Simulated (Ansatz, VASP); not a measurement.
## LaTl2Ge2: VASP beside Ansatz

INCAR

```
SYSTEM = LaTl2Ge2
  ALGO = Normal
  EDIFF = 1E-6
  ENCUT = 520
  GGA = PE
  ISIF = 2
  ISMEAR = -1
  LASPH = .TRUE.
  LCHARG = .FALSE.
  LREAL = .FALSE.
  LWAVE = .FALSE.
  NBANDS = 40
  NELM = 80
  PREC = Accurate
  SIGMA = 0.1
```

Contents of KPOINTS:

```
k-points
0
G
  8 8 8
  0 0 0
```

Contents of POSCAR:

```
LaTl2Ge2
1.0
    0.0000000000      4.5713350000      0.0000000000
    4.5713350000      0.0000000000      0.0000000000
    2.2856670000      2.2856670000     -5.7446370000
Tl Ge La
2 2 1
Direct
    0.7500000000      0.2500000000      0.5000000000
    0.2500000000      0.7500000000      0.5000000000
    0.3750000000      0.3750000000      0.2500000000
    0.6250000000      0.6250000000      0.7500000000
    0.0000000000      0.0000000000      0.0000000000
```

Input for Ansatz:

```yaml
crystal:
  lattice:
    - [0.0, 4.571335, 0.0]
    - [4.571335, 0.0, 0.0]
    - [2.285667, 2.285667, -5.744637]
  atoms:
    - { symbol: Tl, position: [0.75, 0.25, 0.5] }
    - { symbol: Tl, position: [0.25, 0.75, 0.5] }
    - { symbol: Ge, position: [0.375, 0.375, 0.25] }
    - { symbol: Ge, position: [0.625, 0.625, 0.75] }
    - { symbol: La, position: [0.0, 0.0, 0.0] }
  symmetry: { tolerance: 0.0003 }
kpoints:
  mp_grid: { grid: [8, 8, 8], shift: [0, 0, 0] }
  band_path:
    path:
      - [0.0, 0.0, 0.0]
      - [0.5, 0.5, 0.5]
      - [0.5, 0.5, 0.25]
      - [0.0, 0.5, 0.0]
      - [0.0, 0.0, 0.0]
      - [0.0, 0.0, -0.5]
      - [0.0, 0.42084635, -0.28957682]
      - [0.0, 0.57915365, 0.28957682]
      - [0.0, 0.0, 0.0]
      - [0.5, 0.5, 0.5]
      - [0.42084635, 0.57915365, 0.5]
    npoints: 6
magnetization:
  spin_polarized: false
scf:
  occupations: { method: fermi_dirac }
  lower_state_search: "off"
  max_iter: 200
hamiltonian:
  pseudopotentials: { kind: paw }
  xc: pbe
basis:
  ecutwfc: 420
  fft_grid_basis: typed
output:
  forces: true
  stress: true
  eigenvalues: true
  bader: true
  populations: true
  elf: true
  write_potential: true
  volumetric_format: npy
  dos:
    e_range: [-12, 8]
    de: 0.05
    projected: { site_lists: { Ge: [Ge], La: [La], Tl: [Tl] } }
checkpoint:
  read: saved_state
```

Alike in both runs: task single point; functional PBE; k mesh 8 × 8 × 8; no spin polarisation.

|  | VASP | Ansatz |
| --- | --- | --- |
| version | VASP 6.6.1 | Ansatz 0.2.0 |
| potentials or method | VASP PAW PBE potentials, release 64 (Tl_d, Ge_d, La), cutoff 520 eV | PAW plane waves |
| occupations | fermi-dirac, width 0.1 eV | fermi-dirac |
| valence electrons in the cell | 65 | 65 |

```tsv
	VASP	Ansatz	Ansatz less VASP
pressure (GPa)	10.6	10.6	+0.02
traceless stress, the component that is largest in VASP (GPa)	-3.75	-3.72	+0.027
rms of the force components (eV/Å)	0.925	0.920	-0.0044
```

Atom by atom the forces differ by 0.004 eV/Å (rms over components).

Neither program's run includes spin-orbit coupling.
